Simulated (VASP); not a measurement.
Wanted: the native input for a VASP 6.6.1 run.

| Item | Value |
| --- | --- |
| Task | single point |
| Functional | r2SCAN |
| Potentials or basis | VASP PAW PBE potentials, release 64 (Al, N) |
| Cutoff | 520 eV |
| k mesh | 10 × 10 × 10 |
| Occupations | gaussian, width 0.05 eV |
| Spin | no spin polarisation |
| Dipole correction | no |
| Further INCAR settings | ALGO = Normal; EDIFF = 1e-06; NBANDS = 11 |

AlN:

```xyz
2
Lattice="0.0000 2.1849 2.1849 2.1849 0.0000 2.1849 2.1849 2.1849 0.0000" Properties=species:S:1:pos:R:3 pbc="T T T"
Al    0.0000    0.0000    0.0000
N     3.0274    3.2774    3.2774
```

This cell differs from its parent crystal: all N atoms moved -0.250 Å, as atom 2 along Cartesian [1 0 0].

One way to write it, as run:

POSCAR

```
AlN
1.0
    0.0000000000      2.1849006282      2.1849006282
    2.1849006282      0.0000000000      2.1849006282
    2.1849006282      2.1849006282      0.0000000000
Al N
1 1
Direct
    0.0000000000      0.0000000000      0.0000000000
    0.8072108399      0.6927891601      0.6927891601
```

INCAR.step1

```
SYSTEM = AlN
ALGO = Normal
EDIFF = 1E-4
ENCUT = 520
GGA = PE
ISMEAR = 0
LASPH = .True.
LCHARG = .False.
LREAL = .False.
LWAVE = .True.
NBANDS = 11
NELM = 60
PREC = Accurate
SIGMA = 0.05
```

INCAR.step2

```
SYSTEM = AlN
ALGO = Normal
EDIFF = 1E-6
ENCUT = 520
ISIF = 2
ISMEAR = 0
ISTART = 1
LASPH = .True.
LCHARG = .False.
LMIXTAU = .True.
LREAL = .False.
LWAVE = .False.
METAGGA = R2SCAN
NBANDS = 11
NELM = 60
PREC = Accurate
SIGMA = 0.05
```

KPOINTS

```
k-points
0
Gamma
  10 10 10
  0 0 0
```

Potentials or basis: VASP PAW PBE potentials, release 64 (Al, N).

Launch:

```sh
$ cat potpaw_PBE.64/Al/POTCAR potpaw_PBE.64/N/POTCAR > POTCAR
$ cp INCAR.step1 INCAR
$ mpirun -np 1 vasp_std > vasp.out
$ cp INCAR.step2 INCAR
$ mpirun -np 1 vasp_std > vasp.out
```

Results of the run:

```yaml
Pressure: 7.4 GPa
Largest_force: 3.545 eV/Å
Band_gap_on_the_k_mesh: 3.30 eV (least direct gap 4.15 eV)
```

Caveat: the cell differs from its parent crystal (all N atoms moved -0.250 Å, as atom 2 along Cartesian [1 0 0]); the cell stands under pressure; the PAW data sets were made with another functional, which shifts forces and pressure a little.

It took 78 s on 1 thread of Intel(R) Xeon(R) Platinum 8488C (Sapphire Rapids), on a shared host, peak memory 0.16 GiB.
